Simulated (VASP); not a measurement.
# In4Ga8N11 (P1) in VASP: relaxation of cell and atoms with PBE

Aim: the relaxation of cell and atoms of In4Ga8N11 with PBE.

Everything below comes from runs of VASP 6.6.1. Logs are shortened: lines on timing, memory, paths and dates and some standing lists are left out, and cuts for length are marked.

### Step 1. The cell of the first run

The typed cell holds 23 atoms: a = 5.780 Å, b = 7.912 Å, c = 7.912 Å, α = 78.59°, β = 68.57°, γ = 68.57°.

### Step 2. Relaxation of cell and atoms, PBE

INCAR reads:

```
SYSTEM = In4Ga8N11
  ALGO = Normal
  EDIFF = 1E-7
  EDIFFG = -0.04
  ENCUT = 600
  GGA = PE
  IBRION = 2
  ISIF = 3
  ISMEAR = 0
  ISYM = 0
  LASPH = .True.
  LCHARG = .False.
  LREAL = Auto
  LWAVE = .False.
  NELM = 80
  NSW = 70
  PREC = Accurate
  SIGMA = 0.1
```

KPOINTS reads:

```
Automatic mesh
0
Gamma
  3 2 2
  0 0.5 0.5
```

POSCAR reads:

```
In4Ga8N11
1.0
    0.0000000000     -5.7803992521      0.0000000000
    5.0104830990     -2.8901996260      5.3980600043
   -5.0104830990     -2.8901996260      5.3980600043
In Ga N
4 8 11
Direct
    0.3349737988      0.9938307399      0.9942958087
    0.8344765043      0.4943590611      0.4909626780
    0.9330426702      0.7380935838      0.7433825737
    0.4310714245      0.2428711048      0.2430199094
    0.3383989115      0.6628944734      0.3342972259
    0.8413953267      0.1663495838      0.8264502148
    0.3461128256      0.3245672757      0.6640820968
    0.8423316228      0.8286635879      0.1695390484
    0.9191776303      0.0717685398      0.4175768890
    0.4201877278      0.5742780631      0.9182405231
    0.9158432350      0.4204542275      0.0760676363
    0.4225896318      0.9177818591      0.5769808956
    0.6653759955      0.3570068072      0.0032913591
    0.1640300250      0.8607116449      0.5006607780
    0.6738331764      0.9964207492      0.3637244644
    0.7189531366      0.2514398296      0.6122536228
    0.2241034257      0.7476295758      0.1090870358
    0.7272202602      0.6079369706      0.2521383393
    0.2248779021      0.1099787107      0.7508796759
    0.6096404255      0.6947719200      0.7018890904
    0.1028299929      0.1980965602      0.1971516430
    0.7455118346      0.9477939430      0.9501921268
    0.2486316388      0.4463177361      0.4415728065
```

Potentials or basis: VASP PAW PBE potentials, release 64 (In_d, Ga_d, N).

Started as:

```
$ cat potpaw_PBE.64/In_d/POTCAR potpaw_PBE.64/Ga_d/POTCAR potpaw_PBE.64/N/POTCAR > POTCAR
$ mpirun -np 1 vasp_std > vasp.out
```

OUTCAR:

```text
SYSTEM = In4Ga8N11
   EDIFF = 1E-7
   EDIFFG = -0.04
   ENCUT = 600
   GGA = PE
   IBRION = 2
   ISIF = 3
   ISMEAR = 0
   ISYM = 0
   LASPH = .True.
   LREAL = Auto
   NELM = 80
   NSW = 70
   PREC = Accurate

 ion  position               nearest neighbor table
   1  0.335  0.994  0.994-  22 2.17  19 2.17  17 2.19  21 2.20   8 3.29  12 3.30   7 3.31   6 3.31
                            10 3.32   4 3.35   9 3.35   5 3.36  11 3.38   3 3.38   6 3.40   8 3.42
   2  0.834  0.494  0.491-  18 2.13  23 2.18  16 2.19  20 2.22   5 3.27  11 3.28   8 3.29   7 3.30
                             6 3.33   9 3.33   3 3.35  12 3.35   4 3.36   5 3.37  10 3.37   7 3.43
   3  0.933  0.738  0.743-  20 2.16  14 2.18  22 2.25   5 3.24  11 3.26   7 3.29   9 3.31  10 3.32
                             2 3.35  12 3.35   1 3.38  10 3.39  12 3.39   6 3.39   8 3.40
   4  0.431  0.243  0.243-  13 2.14  23 2.17  21 2.21  15 2.22   8 3.28  10 3.29   6 3.30  12 3.30
                            11 3.32   9 3.32   7 3.34   1 3.35   5 3.35   2 3.36  11 3.42   9 3.42
   5  0.338  0.663  0.334-  23 1.92  14 1.97  18 2.00  17 2.03   3 3.24   2 3.27   4 3.35   1 3.36
                             2 3.37
   6  0.841  0.166  0.826-  19 1.97  22 1.97  16 1.98  13 1.99   4 3.30   1 3.31   2 3.33   3 3.39
                             1 3.40
   7  0.346  0.325  0.664-  16 1.92  19 1.98  23 2.00   3 3.29   2 3.30   1 3.31   4 3.34   2 3.43
[... 9 lines left out ...]
  12  0.423  0.918  0.577-  15 1.95  19 1.98  20 1.99  14 2.02   1 3.30   4 3.30   3 3.35   2 3.35
                             3 3.39
  13  0.665  0.357  0.003-  10 1.97  11 1.98   6 1.99   4 2.14
  14  0.164  0.861  0.501-   9 1.93   5 1.97  12 2.02   3 2.18
  15  0.674  0.996  0.364-   9 1.93  12 1.95   8 1.96   4 2.22
  16  0.719  0.251  0.612-   7 1.92   6 1.98   9 2.02   2 2.19
  17  0.224  0.748  0.109-   8 1.96  10 1.97   5 2.03   1 2.19
  18  0.727  0.608  0.252-  11 1.96   5 2.00   8 2.00   2 2.13
  19  0.225  0.110  0.751-   6 1.97   7 1.98  12 1.98   1 2.17
  20  0.610  0.695  0.702-  10 1.95  12 1.99   3 2.16   2 2.22
  21  0.103  0.198  0.197-  11 1.97   9 1.97   1 2.20   4 2.21
  22  0.746  0.948  0.950-   6 1.97   8 1.97   1 2.17   3 2.25
  23  0.249  0.446  0.442-   5 1.92   7 2.00   4 2.17   2 2.18

IMPORTANT INFORMATION: All symmetrisations will be switched off!
NOSYMM: (Re-)initialisation of all symmetry stuff for point group C_1.

----------------------------------------------------------------------------------------

                                     Primitive cell

  volume of cell :     312.6836

  direct lattice vectors                    reciprocal lattice vectors
     0.000000000 -5.780399252  0.000000000     0.000000000 -0.172998431 -0.092625869
     5.010483099 -2.890199626  5.398060004     0.099790777  0.000000000  0.092625869
    -5.010483099 -2.890199626  5.398060004    -0.099790777  0.000000000  0.092625869

  length of vectors
     5.780399252  7.911842173  7.911842173     0.196234576  0.136153409  0.136153409

  position of ions in fractional coordinates (direct lattice)
     0.334973799  0.993830740  0.994295809
     0.834476504  0.494359061  0.490962678
     0.933042670  0.738093584  0.743382574
     0.431071424  0.242871105  0.243019909
     0.338398912  0.662894473  0.334297226
     0.841395327  0.166349584  0.826450215
[... 15 lines left out ...]
     0.745511835  0.947793943  0.950192127
     0.248631639  0.446317736  0.441572806

  ion indices of the primitive-cell ions
   primitive index   ion index
                 1           1
                 2           2
                 3           3
                 4           4
                 5           5
                 6           6
[... 15 lines left out ...]
                22          22
                23          23

----------------------------------------------------------------------------------------

 KPOINTS: Automatic mesh

Automatic generation of k-mesh.
 Grid dimensions read from file:
 generate k-points for:    3    2    2

 Generating k-lattice:

  Cartesian coordinates                     Fractional coordinates (reciprocal lattice)
     0.000000000 -0.057666144 -0.030875290     0.333333333  0.000000000  0.000000000
     0.049895388  0.000000000  0.046312935     0.000000000  0.500000000  0.000000000
    -0.049895388  0.000000000  0.046312935     0.000000000  0.000000000  0.500000000

  Length of vectors
     0.065411525  0.068076704  0.068076704

  Shift w.r.t. Gamma in fractional coordinates (k-lattice)
     0.000000000  0.500000000  0.500000000

 -----------------------------------------------------------------------------
|                                                                             |
|           W    W    AA    RRRRR   N    N  II  N    N   GGGG   !!!           |
|           W    W   A  A   R    R  NN   N  II  NN   N  G    G  !!!           |
|           W    W  A    A  R    R  N N  N  II  N N  N  G       !!!           |
|           W WW W  AAAAAA  RRRRR   N  N N  II  N  N N  G  GGG   !            |
|           WW  WW  A    A  R   R   N   NN  II  N   NN  G    G                |
|           W    W  A    A  R    R  N    N  II  N    N   GGGG   !!!           |
|                                                                             |
|     Your reciprocal lattice and k-lattice belong to different lattice       |
|     classes:                                                                |
|                                                                             |
|        The reciprocal lattice is face-centered orthorhombic,                |
|        whereas your k-lattice is base-centered monoclinic.                  |
|                                                                             |
|     Results are often still useful ...                                      |
|                                                                             |
 -----------------------------------------------------------------------------

 WARNING: IBZKPT: internal override: KBLOWUP is changed to .FALSE.
      ... skipping the blow-up phase ...

 Subroutine IBZKPT returns following result:
 ===========================================

 Found      6 irreducible k-points:

 Following reciprocal coordinates:
            Coordinates               Weight
  0.000000  0.250000  0.250000      2.000000
  0.333333  0.250000  0.250000      2.000000
 -0.333333  0.250000  0.250000      2.000000
  0.000000 -0.250000  0.250000      2.000000
  0.333333 -0.250000  0.250000      2.000000
 -0.333333 -0.250000  0.250000      2.000000
   k-points           NKPTS =      6   k-points in BZ     NKDIM =      6   number of bands    NBANDS=    126
   number of dos      NEDOS =    301   number of ions     NIONS =     23
   total plane-waves  NPLWV = 196608
   dimension x,y,z NGX =    48 NGY =   64 NGZ =   64
   dimension x,y,z NGXF=    96 NGYF=  128 NGZF=  128
   ions per type =               4   8  11
   NGX,Y,Z   is equivalent  to a cutoff of  13.80, 13.45, 13.45 a.u.
   NGXF,Y,Z  is equivalent  to a cutoff of  27.61, 26.90, 26.90 a.u.
 SYSTEM =  In4Ga8N11
   PREC   = accura    normal or accurate (medium, high low for compatibility)
   ISTART =      0    job   : 0-new  1-cont  2-samecut
   ICHARG =      2    charge: 1-file 2-atom 10-const
   ISPIN  =      1    spin polarized calculation?
   LNONCOLLINEAR =      F non collinear calculations
   LSORBIT =      F    spin-orbit coupling
   LASPH  =      T    aspherical Exc in radial PAW
   ENCUT  =  600.0 eV  44.10 Ry    6.64 a.u.  11.54 15.80 15.80*2*pi/ulx,y,z
   NELM   =     80;   NELMIN=  2; NELMDL= -5     # of ELM steps
   EDIFF  = 0.1E-06   stopping-criterion for ELM
   LREAL  =      T    real-space projection
   EDIFFG = -.4E-01   stopping-criterion for IOM
   NSW    =     70    number of steps for IOM
   IBRION =      2    ionic relax: 0-MD 1-quasi-New 2-CG
   NFREE  =      1    steps in history (QN), initial steepest desc. (CG)
   ISIF   =      3    stress and relaxation
   ISYM   =      0    0-nonsym 1-usesym 2-fastsym
   POTIM  = 0.5000    time-step for ionic-motion
   TEBEG  =    0.0;   TEEND  =   0.0 temperature during run
   PSTRESS=    0.0 pullay stress
   NELECT =     211.0000    total number of electrons
   NUPDOWN=      -1.0000    fix difference up-down
   EMIN   =  10.00;   EMAX   =-10.00  energy-range for DOS
   EFERMI =   0.00;   METHOD = LEGACY
   ISMEAR =     0;   SIGMA  =   0.10  broadening in eV -4-tet -1-fermi 0-gaus
   EFERMI_NEDOS =   21; number of points for ismear=-14 and -15
   IALGO  =     38    algorithm
   IMIX   =      4    mixing-type and parameters
     AMIX     =   0.40;   BMIX     =  1.00
     AMIX_MAG =   1.60;   BMIX_MAG =  1.00
  volume/ion in A,a.u.               =      13.59        91.74
  Fermi-wavevector in a.u.,A,eV,Ry     =   1.435932  2.713518 28.053870  2.061901
  Thomas-Fermi vector in A             =   2.555176
   LORBIT       =      0    0 simple, 1 ext, 2 COOP (PROOUT), +10 PAW based schemes
   GGA     = PE    functional components
   LHFCALC =     F    Hartree Fock is set to
   AEXX    =    0.0000 exact exchange contribution
   IVDW    =     0    specifies the selected vdW correction
   LEPSILON=     F    determine dielectric tensor
   LRPA    =     F    only Hartree local field effects (RPA)
 conjugate gradient relaxation of ions
 non-spin polarized calculation
 Gauss-broadening in eV      SIGMA  =   0.10
  energy-cutoff  :      600.00
  volume of cell :      312.68
 maximum number of plane-waves:     10444
 NGX is ok and might be reduce to    48
   NGX = 23   NGY = 31   NGZ = 31

--------------------------------------- Ionic step        1  -------------------------------------------

 number of electron     211.0000004 magnetization

 Free energy of the ion-electron system (eV)
  ---------------------------------------------------
  ext. energy  EPLUGINS =         0.00000000
  ---------------------------------------------------
  free energy    TOTEN  =      -128.51046621 eV

  energy without entropy =     -128.49296710  energy(sigma->0) =     -128.50171666

------------------------ aborting loop because EDIFF is reached ----------------------------------------

  FORCE on cell =-STRESS in cart. coord.  units (eV):
  Direction    XX          YY          ZZ          XY          YZ          ZX
  --------------------------------------------------------------------------------------
  -------------------------------------------------------------------------------------
  Total        1.3647702      2.1580469      1.7876985     -0.9456381      0.0720872     -0.7819787
  in kB        6.9930232     11.0577386      9.1600897     -4.8454087      0.3693718     -4.0068249
  external PRESSURE =       9.0702838 kB  Pullay stress =       0.0000000 kB
[... 152 lines left out ...]
  FREE ENERGIE OF THE ION-ELECTRON SYSTEM (eV)
  ---------------------------------------------------
  free  energy   TOTEN  =      -128.6963725145 eV

  energy  without entropy=     -128.6816686068  energy(sigma->0) =     -128.68902056

[... ionic steps 4 to 15 ...]

--------------------------------------- Ionic step       16  -------------------------------------------

 number of electron     211.0000007 magnetization

------------------------ aborting loop because EDIFF is reached ----------------------------------------
[... 109 lines left out ...]
--------------------------------------- Ionic step       18  -------------------------------------------

 number of electron     211.0000006 magnetization

 Free energy of the ion-electron system (eV)
  ---------------------------------------------------
  ext. energy  EPLUGINS =         0.00000000
  ---------------------------------------------------
  free energy    TOTEN  =      -128.79919581 eV

  energy without entropy =     -128.78846699  energy(sigma->0) =     -128.79383140

 E-fermi :   7.3366     XC(G=0): -11.0703

 val. band max:        7.2595789908   @ k =   0.3333   0.2500   0.2500
 cond. band min:       7.4134830605   @ k =  -0.3333  -0.2500   0.2500
 fundamental gap:      0.1539040698
 Fermi energy:         7.3365563808

 k-point     1 :       0.0000    0.2500    0.2500
  band No.  band energies     occupation
      1      -9.8119      2.00000
      2      -9.6615      2.00000
      3      -9.5778      2.00000
      4      -9.5045      2.00000
      5      -9.4758      2.00000
      6      -9.4553      2.00000
[... 709 lines left out ...]
    116      10.6919      0.00000
    117      11.0537      0.00000
 [bands above 117 left out]

------------------------ aborting loop because EDIFF is reached ----------------------------------------

  FORCE on cell =-STRESS in cart. coord.  units (eV):
  Direction    XX          YY          ZZ          XY          YZ          ZX
  --------------------------------------------------------------------------------------
  -------------------------------------------------------------------------------------
  Total       -0.0258809     -0.1798385     -0.0261239      0.0277676      0.0557256      0.0160474
  in kB       -0.1319300     -0.9167405     -0.1331685      0.1415474      0.2840653      0.0818030
  external PRESSURE =      -0.3939463 kB  Pullay stress =       0.0000000 kB
[... 38 lines left out ...]
  FREE ENERGIE OF THE ION-ELECTRON SYSTEM (eV)
  ---------------------------------------------------
  free  energy   TOTEN  =      -128.7991958126 eV

  energy  without entropy=     -128.7884669859  energy(sigma->0) =     -128.79383140

 reached required accuracy - stopping structural energy minimisation
```

It took 69 min on 1 thread of Intel Xeon 6975P-C (Granite Rapids), shared host; peak memory 0.64 GiB.

What came out:

```yaml
Free_energy: -128.7992 eV
Relaxed_volume: 13.67 Å³/atom
Relaxed_cell: a = 5.784 Å, b = 7.936 Å, c = 7.956 Å, α = 78.01°, β = 68.81°, γ = 67.83°
Space_group_after_relaxing_to_0.05_Å: P1 (No. 1)
Energy_gained_by_relaxing: 12.6 meV/atom
Ionic_steps: 18
Pressure_after_relaxing: 0.0 GPa
Largest_force_after_relaxing: 0.040 eV/Å
```

Forces on the atoms (eV/Å):
```
In   0.004 -0.009  0.002
In   0.006 -0.010  0.017
In   0.014  0.004  0.006
In  -0.002  0.012 -0.038
Ga   0.011  0.000 -0.004
Ga   0.001  0.010  0.000
Ga   0.003  0.005  0.010
Ga   0.000  0.007 -0.014
Ga   0.004  0.007 -0.007
Ga  -0.001  0.003  0.003
Ga  -0.012  0.002 -0.002
Ga  -0.002  0.006 -0.007
N   -0.004  0.012  0.009
N   -0.013  0.019 -0.004
N   -0.019  0.006  0.009
N    0.008 -0.009  0.020
N    0.003 -0.005 -0.008
N   -0.012  0.006  0.008
N    0.025 -0.019 -0.004
N   -0.009 -0.014  0.006
N    0.004 -0.017  0.000
N   -0.013 -0.005 -0.010
N    0.003 -0.011  0.008
```

Stress tensor (GPa, compression positive):
```
-0.01  0.01  0.01
 0.01 -0.09  0.03
 0.01  0.03 -0.01
```

Step by step:
```tsv
step	energy change (eV)	largest force (eV/Å)	pressure (GPa)	volume (Å³)
1	0.0000	1.1268	0.91	312.68
2	-0.1853	0.4657	-0.97	316.18
3	-0.1859	0.5027	-0.87	315.98
4	-0.2173	0.4227	0.40	313.05
5	-0.2185	0.3965	0.65	312.34
6	-0.2419	0.2459	0.20	313.24
7	-0.2475	0.2039	-0.15	313.90
8	-0.2607	0.1254	-0.11	313.74
9	-0.2625	0.1666	0.04	313.66
10	-0.2729	0.1182	-0.07	313.73
11	-0.2760	0.1516	-0.06	313.79
12	-0.2830	0.1031	0.22	313.51
13	-0.2830	0.1005	0.15	313.49
14	-0.2863	0.0725	-0.14	314.30
15	-0.2864	0.0770	-0.18	314.41
16	-0.2880	0.0515	0.14	313.81
17	-0.2880	0.0502	0.13	313.85
18	-0.2887	0.0399	-0.04	314.30
```

Final structure:
```
In Ga N
1.0
     0.03425   -5.78402    0.02304
     4.99313   -2.94332    5.42157
    -5.00887   -2.88381    5.46802
In Ga N
4 8 11
Direct
  0.33558 0.99471 0.99326
  0.82742 0.49702 0.49854
  0.96655 0.71690 0.75982
  0.42482 0.24542 0.24350
  0.33764 0.66972 0.32831
  0.83944 0.16333 0.82563
  0.34288 0.32022 0.65586
  0.83864 0.82839 0.16818
  0.91725 0.07205 0.42002
  0.41745 0.58627 0.91595
  0.90286 0.41679 0.08238
  0.42287 0.91572 0.57665
  0.66028 0.36018 0.99633
  0.17035 0.85674 0.50516
  0.66693 0.99985 0.36072
  0.72070 0.25076 0.61047
  0.22276 0.75175 0.11132
  0.72345 0.61078 0.25001
  0.22207 0.11069 0.74964
  0.62288 0.69822 0.70058
  0.10725 0.19638 0.19628
  0.75004 0.94357 0.94597
  0.24449 0.44857 0.44316
```

Levels at points of the mesh, in eV from the Fermi level:
```
           k point  band 103  band 104  band 105  band 106  band 107  band 108
(0.00, 0.25, 0.25)     -2.44     -2.34     -2.28     -0.20      0.50      1.14
```

Caveat: the k points lie up to 0.43 Å⁻¹ apart in the final cell; spin-orbit coupling is left out, which moves the levels of the heavy elements.
